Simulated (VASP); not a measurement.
# SiC (P6_3mc) in VASP: relaxation of cell and atoms with PBE+D3(BJ)

Aim: the relaxation of cell and atoms of SiC with PBE+D3(BJ).

Everything below comes from runs of VASP 6.6.1. Logs are shortened: lines on timing, memory, paths and dates and some standing lists are left out, and cuts for length are marked.

### 1 The cell of the first run

Symmetry: P6_3mc, No. 186, hexagonal system. The conventional cell has a = 3.095 Å, b = 3.095 Å, c = 15.186 Å, α = 90.00°, β = 90.00°, γ = 120.00°. Si (site symmetry 3m) has 4 C at 1.89 to 1.90 Å within 2.5 Å. Si (site symmetry 3m) has 4 C at 1.90 Å within 2.5 Å. Si (site symmetry 3m) has 4 C at 1.89 to 1.90 Å within 2.5 Å. Within 2.5 Å of C (site symmetry 3m) lie 4 Si at 1.89 to 1.90 Å. C (site symmetry 3m) has 4 Si at 1.90 Å within 2.5 Å. Within 2.5 Å of C (site symmetry 3m) lie 4 Si at 1.89 to 1.90 Å.

### 2 Relaxation of cell and atoms, PBE+D3(BJ)

INCAR

```
SYSTEM = SiC
PREC     = Accurate       ! precision mode
ENCUT    = 600            ! plane-wave cutoff, eV
EDIFF    = 1E-6           ! SCF threshold, eV
ISMEAR   = 0              ! smearing method
SIGMA    = 0.02           ! smearing width, eV
LREAL    = .FALSE.        ! projectors in reciprocal space
LASPH    = .TRUE.         ! aspherical terms in the spheres
NELM     = 100            ! most SCF steps
ALGO     = Normal         ! electronic algorithm
ISIF     = 3              ! what is computed and relaxed
LWAVE    = .FALSE.        ! write WAVECAR
LCHARG   = .FALSE.        ! write CHGCAR
GGA      = PE             ! functional
IVDW     = 12             ! dispersion correction
IBRION   = 2              ! ionic algorithm
NSW      = 70             ! ionic steps
EDIFFG   = -0.005         ! ionic threshold
```

KPOINTS

```
regular mesh
0
G
  12 12 2
  0 0 0
```

POSCAR

```
SiC
1.0
    1.5474176122     -2.6802318485      0.0000000000
    1.5474176122      2.6802318485      0.0000000000
    0.0000000000      0.0000000000     15.1864630333
Si C
6 6
Direct
    0.1666626012      0.8333373988      0.8577086565
    0.8333373988      0.1666626012      0.3577086565
    0.5000001085      0.4999998915      0.5244818337
    0.4999998915      0.5000001085      0.0244818337
    0.8333309414      0.1666690586      0.6912147305
    0.1666690586      0.8333309414      0.1912147305
    0.5000013168      0.4999986832      0.6498371864
    0.4999986832      0.5000013168      0.1498371864
    0.1666670427      0.8333329573      0.9826927787
    0.8333329573      0.1666670427      0.4826927787
    0.8333306240      0.1666693760      0.8162048141
    0.1666693760      0.8333306240      0.3162048141
```

Potentials or basis: VASP PAW PBE potentials, release 64 (Si, C).

The run is started by

```
$ cat potpaw_PBE.64/Si/POTCAR potpaw_PBE.64/C/POTCAR > POTCAR
$ mpirun -np 1 vasp_std > vasp.out
```

OUTCAR:

```text
SYSTEM = SiC
   PREC = Accurate
   ENCUT = 600
   EDIFF = 1E-6
   ISMEAR = 0
   LREAL = .FALSE.
   LASPH = .TRUE.
   NELM = 100
   ISIF = 3
   GGA = PE
   IVDW = 12
   IBRION = 2
   NSW = 70
   EDIFFG = -0.005
 IVDW          = 12

 ion  position               nearest neighbor table
   1  0.167  0.833  0.858-  11 1.89  11 1.89  11 1.89   9 1.90   5 3.10   5 3.10   5 3.10   4 3.10
                             4 3.10   4 3.10
   2  0.833  0.167  0.358-  12 1.89  12 1.89  12 1.89  10 1.90   6 3.10   6 3.10   6 3.10   3 3.10
                             3 3.10   3 3.10
   3  0.500  0.500  0.524-  10 1.90  10 1.90  10 1.90   7 1.90   5 3.10   5 3.10   5 3.10   2 3.10
                             2 3.10   2 3.10
   4  0.500  0.500  0.024-   9 1.90   9 1.90   9 1.90   8 1.90   6 3.10   6 3.10   6 3.10   1 3.10
                             1 3.10   1 3.10
   5  0.833  0.167  0.691-   7 1.89   7 1.89   7 1.89  11 1.90   1 3.10   1 3.10   1 3.10   3 3.10
                             3 3.10   3 3.10
   6  0.167  0.833  0.191-   8 1.89   8 1.89   8 1.89  12 1.90   2 3.10   2 3.10   2 3.10   4 3.10
                             4 3.10   4 3.10
   7  0.500  0.500  0.650-   5 1.89   5 1.89   5 1.89   3 1.90
   8  0.500  0.500  0.150-   6 1.89   6 1.89   6 1.89   4 1.90
   9  0.167  0.833  0.983-   4 1.90   4 1.90   4 1.90   1 1.90
  10  0.833  0.167  0.483-   3 1.90   3 1.90   3 1.90   2 1.90
  11  0.833  0.167  0.816-   1 1.89   1 1.89   1 1.89   5 1.90
  12  0.167  0.833  0.316-   2 1.89   2 1.89   2 1.89   6 1.90

  LATTYP: Found a hexagonal cell.
 ALAT       =     3.0948576750
 C/A-ratio  =     4.9069988440

  Lattice vectors:

 A1 = (   1.5474176122,  -2.6802318485,   0.0000000000)
 A2 = (   1.5474176122,   2.6802318485,   0.0000000000)
 A3 = (   0.0000000000,   0.0000000000,  15.1864630333)

Analysis of symmetry for initial positions (statically):
=====================================================================
 Subroutine PRICEL returns:
 Original cell was already a primitive cell.

 Routine SETGRP: Setting up the symmetry group for a
 hexagonal supercell.

 Subroutine GETGRP returns: Found  4 space group operations
 (whereof  2 operations were pure point group operations)
 out of a pool of 24 trial point group operations.

The static configuration has the point symmetry C_1h.
 The point group associated with its full space group is C_2v.

Analysis of symmetry for dynamics (positions and initial velocities):
=====================================================================
 Subroutine PRICEL returns:
 Original cell was already a primitive cell.

 Routine SETGRP: Setting up the symmetry group for a
 hexagonal supercell.

 Subroutine GETGRP returns: Found  4 space group operations
 (whereof  2 operations were pure point group operations)
 out of a pool of 24 trial point group operations.

The dynamic configuration has the point symmetry C_1h.
 The point group associated with its full space group is C_2v.

 Subroutine INISYM returns: Found  4 space group operations
 (whereof  2 operations are pure point group operations),
 and found     1 'primitive' translations

----------------------------------------------------------------------------------------

                                     Primitive cell

  volume of cell :     125.9698

  direct lattice vectors                    reciprocal lattice vectors
     1.547417612 -2.680231849  0.000000000     0.323118980 -0.186551026  0.000000000
     1.547417612  2.680231849  0.000000000     0.323118980  0.186551026  0.000000000
     0.000000000  0.000000000 15.186463033     0.000000000  0.000000000  0.065848117

  length of vectors
     3.094857675  3.094857675 15.186463033     0.373104758  0.373104758  0.065848117

  position of ions in fractional coordinates (direct lattice)
     0.166662601  0.833337399  0.857708657
     0.833337399  0.166662601  0.357708657
     0.500000108  0.499999892  0.524481834
     0.499999892  0.500000108  0.024481834
     0.833330941  0.166669059  0.691214731
     0.166669059  0.833330941  0.191214731
     0.500001317  0.499998683  0.649837186
     0.499998683  0.500001317  0.149837186
     0.166667043  0.833332957  0.982692779
     0.833332957  0.166667043  0.482692779
     0.833330624  0.166669376  0.816204814
     0.166669376  0.833330624  0.316204814

  ion indices of the primitive-cell ions
   primitive index   ion index
                 1           1
                 2           2
                 3           3
                 4           4
                 5           5
                 6           6
                 7           7
                 8           8
                 9           9
                10          10
                11          11
                12          12

----------------------------------------------------------------------------------------

 KPOINTS: regular mesh

Automatic generation of k-mesh.
 Grid dimensions read from file:
 generate k-points for:   12   12    2

 Generating k-lattice:

  Cartesian coordinates                     Fractional coordinates (reciprocal lattice)
     0.026926582 -0.015545919  0.000000000     0.083333333  0.000000000  0.000000000
     0.026926582  0.015545919  0.000000000     0.000000000  0.083333333  0.000000000
     0.000000000  0.000000000  0.032924059     0.000000000  0.000000000  0.500000000

  Length of vectors
     0.031092063  0.031092063  0.032924059

  Shift w.r.t. Gamma in fractional coordinates (k-lattice)
     0.000000000  0.000000000  0.000000000

 Subroutine IBZKPT returns following result:
 ===========================================

 Found     86 irreducible k-points:

 Following reciprocal coordinates:
            Coordinates               Weight
  0.000000  0.000000  0.000000      1.000000
  0.083333  0.000000  0.000000      4.000000
 -0.083333  0.083333  0.000000      2.000000
  0.166667 -0.000000  0.000000      4.000000
 -0.166667  0.166667  0.000000      2.000000
  0.250000  0.000000  0.000000      4.000000
[... 16 lines left out ...]
 -0.083333  0.416667  0.000000      4.000000
 -0.416667  0.333333  0.000000      4.000000
 [... further k-points ...]
   k-points           NKPTS =     86   k-points in BZ     NKDIM =     86   number of bands    NBANDS=     31
   number of dos      NEDOS =    301   number of ions     NIONS =     12
   total plane-waves  NPLWV =  98784
   dimension x,y,z NGX =    28 NGY =   28 NGZ =  126
   dimension x,y,z NGXF=    56 NGYF=   56 NGZF=  252
   ions per type =               6   6
   NGX,Y,Z   is equivalent  to a cutoff of  15.04, 15.04, 13.79 a.u.
   NGXF,Y,Z  is equivalent  to a cutoff of  30.08, 30.08, 27.59 a.u.
 SYSTEM =  SiC
   PREC   = accura    normal or accurate (medium, high low for compatibility)
   ISTART =      0    job   : 0-new  1-cont  2-samecut
   ICHARG =      2    charge: 1-file 2-atom 10-const
   ISPIN  =      1    spin polarized calculation?
   LNONCOLLINEAR =      F non collinear calculations
   LSORBIT =      F    spin-orbit coupling
   LASPH  =      T    aspherical Exc in radial PAW
   ENCUT  =  600.0 eV  44.10 Ry    6.64 a.u.   6.18  6.18 30.33*2*pi/ulx,y,z
   NELM   =    100;   NELMIN=  2; NELMDL= -5     # of ELM steps
   EDIFF  = 0.1E-05   stopping-criterion for ELM
   LREAL  =      F    real-space projection
   EDIFFG = -.5E-02   stopping-criterion for IOM
   NSW    =     70    number of steps for IOM
   IBRION =      2    ionic relax: 0-MD 1-quasi-New 2-CG
   NFREE  =      1    steps in history (QN), initial steepest desc. (CG)
   ISIF   =      3    stress and relaxation
   ISYM   =      2    0-nonsym 1-usesym 2-fastsym
   POTIM  = 0.5000    time-step for ionic-motion
   TEBEG  =    0.0;   TEEND  =   0.0 temperature during run
   PSTRESS=    0.0 pullay stress
   NELECT =      48.0000    total number of electrons
   NUPDOWN=      -1.0000    fix difference up-down
   EMIN   =  10.00;   EMAX   =-10.00  energy-range for DOS
   EFERMI =   0.00;   METHOD = LEGACY
   ISMEAR =     0;   SIGMA  =   0.02  broadening in eV -4-tet -1-fermi 0-gaus
   EFERMI_NEDOS =   21; number of points for ismear=-14 and -15
   IALGO  =     38    algorithm
   IMIX   =      4    mixing-type and parameters
     AMIX     =   0.40;   BMIX     =  1.00
     AMIX_MAG =   1.60;   BMIX_MAG =  1.00
  volume/ion in A,a.u.               =      10.50        70.84
  Fermi-wavevector in a.u.,A,eV,Ry     =   1.186861  2.242841 19.165686  1.408638
  Thomas-Fermi vector in A             =   2.323024
   LORBIT       =      0    0 simple, 1 ext, 2 COOP (PROOUT), +10 PAW based schemes
   GGA     = PE    functional components
   LHFCALC =     F    Hartree Fock is set to
   AEXX    =    0.0000 exact exchange contribution
   IVDW    =    12    specifies the selected vdW correction
   LEPSILON=     F    determine dielectric tensor
   LRPA    =     F    only Hartree local field effects (RPA)
 conjugate gradient relaxation of ions
 non-spin polarized calculation
 Gauss-broadening in eV      SIGMA  =   0.02
  energy-cutoff  :      600.00
  volume of cell :      125.97
 maximum number of plane-waves:      4232
 NGX is ok and might be reduce to    28
   NGX = 13   NGY = 13   NGZ = 61

--------------------------------------- Ionic step        1  -------------------------------------------

 number of electron      48.0000000 magnetization

 Free energy of the ion-electron system (eV)
  ---------------------------------------------------
  ext. energy  EPLUGINS =         0.00000000
  ---------------------------------------------------
  free energy    TOTEN  =       -90.38195853 eV

  energy without entropy =      -90.38195853  energy(sigma->0) =      -90.38195853

------------------------ aborting loop because EDIFF is reached ----------------------------------------

 Edisp (eV)   -3.55916

 E8    (eV) :    -1.3373

  FORCE on cell =-STRESS in cart. coord.  units (eV):
  Direction    XX          YY          ZZ          XY          YZ          ZX
  --------------------------------------------------------------------------------------
  -------------------------------------------------------------------------------------
  Total      -3.69181    -3.69438    -3.69164     0.00000     0.00000     0.00000
  in kB     -46.95522   -46.98783   -46.95302     0.00000     0.00000     0.00000
  external pressure =      -46.97 kB  Pullay stress =        0.00 kB
[... 231 lines left out ...]
  energy  without entropy=      -93.9824725352  energy(sigma->0) =      -93.98247254

--------------------------------------- Ionic step        6  -------------------------------------------

 number of electron      48.0000000 magnetization

 Free energy of the ion-electron system (eV)
  ---------------------------------------------------
  ext. energy  EPLUGINS =         0.00000000
  ---------------------------------------------------
  free energy    TOTEN  =       -90.34317227 eV

  energy without entropy =      -90.34317227  energy(sigma->0) =      -90.34317227

 E-fermi :   8.3851     XC(G=0): -11.3880

 val. band max:        8.2388529557   @ k =   0.0000   0.0000   0.0000
 cond. band min:      10.2626720744   @ k =   0.5000   0.0000   0.0000
 fundamental gap:      2.0238191187
 Fermi energy:         8.3851123866

 k-point     1 :       0.0000    0.0000    0.0000
  band No.  band energies     occupation
      1      -7.2780      2.00000
      2      -6.7535      2.00000
      3      -6.7173      2.00000
      4      -5.2130      2.00000
      5      -5.1842      2.00000
      6      -3.6832      2.00000
[... 805 lines left out ...]
     30      13.6861      0.00000
     31      14.2087      0.00000

 [... further k-points ...]

------------------------ aborting loop because EDIFF is reached ----------------------------------------

 Edisp (eV)   -3.63931

 E8    (eV) :    -1.3670

  FORCE on cell =-STRESS in cart. coord.  units (eV):
  Direction    XX          YY          ZZ          XY          YZ          ZX
  --------------------------------------------------------------------------------------
  -------------------------------------------------------------------------------------
  Total       0.00854     0.00792     0.00665     0.00000     0.00000     0.00000
  in kB       0.11102     0.10299     0.08646     0.00000     0.00000     0.00000
  external pressure =        0.10 kB  Pullay stress =        0.00 kB
[... 27 lines left out ...]
  FREE ENERGIE OF THE ION-ELECTRON SYSTEM (eV)
  ---------------------------------------------------
  free  energy   TOTEN  =       -93.9824858638 eV

  energy  without entropy=      -93.9824858638  energy(sigma->0) =      -93.98248586

 reached required accuracy - stopping structural energy minimisation
```

It took 14 min on 1 thread of AMD EPYC 9R45 (Zen 5), shared host; peak memory 0.48 GiB.

What came out:

| Quantity | Value |
| --- | --- |
| Free energy | -93.9825 eV |
| Relaxed volume | 10.27 Å³/atom |
| Relaxed cell | a = 3.072 Å, b = 3.072 Å, c = 15.074 Å, α = 90.00°, β = 90.00°, γ = 120.00° |
| Space group after relaxing (to 0.1 Å) | P6_3mc (No. 186) |
| Energy gained by relaxing | 3.4 meV/atom |
| Ionic steps | 6 |
| Pressure after relaxing | 0.0 GPa |
| Band gap on the k mesh | 2.02 eV (least direct gap 3.12 eV) |
| Dispersion energy per atom | -0.303 eV |

Step by step:
```csv
step,energy change (eV),largest force (eV/Å),pressure (GPa),volume (Å³)
1,0.0000,0.0019,-4.70,125.97
2,0.0029,0.0124,5.25,120.44
3,-0.0414,0.0060,-0.01,123.21
4,-0.0414,0.0061,0.09,123.16
5,-0.0414,0.0059,-0.08,123.25
6,-0.0414,0.0014,0.01,123.20
```

Final structure:
```cif
data_structure
_symmetry_space_group_name_H-M 'P 1'
_symmetry_Int_Tables_number 1
_cell_length_a 3.0721
_cell_length_b 3.0721
_cell_length_c 15.0738
_cell_angle_alpha 90.000
_cell_angle_beta 90.000
_cell_angle_gamma 120.000
_cell_volume 123.20
loop_
_atom_site_label
_atom_site_type_symbol
_atom_site_fract_x
_atom_site_fract_y
_atom_site_fract_z
_atom_site_occupancy
Si1 Si 0.16666 0.83334 0.85771 1
Si2 Si 0.83334 0.16666 0.35771 1
Si3 Si 0.50000 0.50000 0.52449 1
Si4 Si 0.50000 0.50000 0.02449 1
Si5 Si 0.83333 0.16667 0.69122 1
Si6 Si 0.16667 0.83333 0.19122 1
C1 C 0.50000 0.50000 0.64983 1
C2 C 0.50000 0.50000 0.14983 1
C3 C 0.16667 0.83333 0.98269 1
C4 C 0.83333 0.16667 0.48269 1
C5 C 0.83333 0.16667 0.81621 1
C6 C 0.16667 0.83333 0.31621 1
```
